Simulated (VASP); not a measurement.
A run of VASP 6.6.1 is set up as follows.

INCAR

```
PREC = Accurate
ENCUT = 520
EDIFF = 1E-6
ISMEAR = 0
SIGMA = 0.1
LREAL = False
LASPH = True
NELM = 80
ALGO = Normal
ISIF = 2
LWAVE = False
LCHARG = True
GGA = PE
LELF = True
LVHAR = True
NBANDS = 30
```

Contents of KPOINTS:

```
Automatic mesh
0
Gamma
  12 12 12
```

The input POSCAR:

```
Zr2AlN3
1.0
    2.8459856032      1.6431305541      2.7683087434
   -2.8459856032      1.6431305541      2.7683087434
    0.0000000000     -3.2862611082      2.7683087434
Zr Al N
2 1 3
Direct
    0.8209840814      0.8209840814      0.8209840814
    0.1790159186      0.1790159186      0.1790159186
    0.5000000000      0.5000000000      0.5000000000
    0.5000000000      0.0000000000      0.5000000000
    0.5000000000      0.5000000000      0.0000000000
    0.0000000000      0.5000000000      0.5000000000
```

Potentials or basis: VASP PAW PBE potentials, release 64 (Zr_sv, Al, N).

The run is started by

```console
$ cat potpaw_PBE.64/Zr_sv/POTCAR potpaw_PBE.64/Al/POTCAR potpaw_PBE.64/N/POTCAR > POTCAR
$ mpirun -np 1 vasp_std > vasp.out
```

(1) What does it give for the band gap on the k mesh?

(2) Estimate the pressure.

## Answers

(1) zero (bands 21 and 22 overlap by 0.82 eV).

(2) 0.0 GPa.
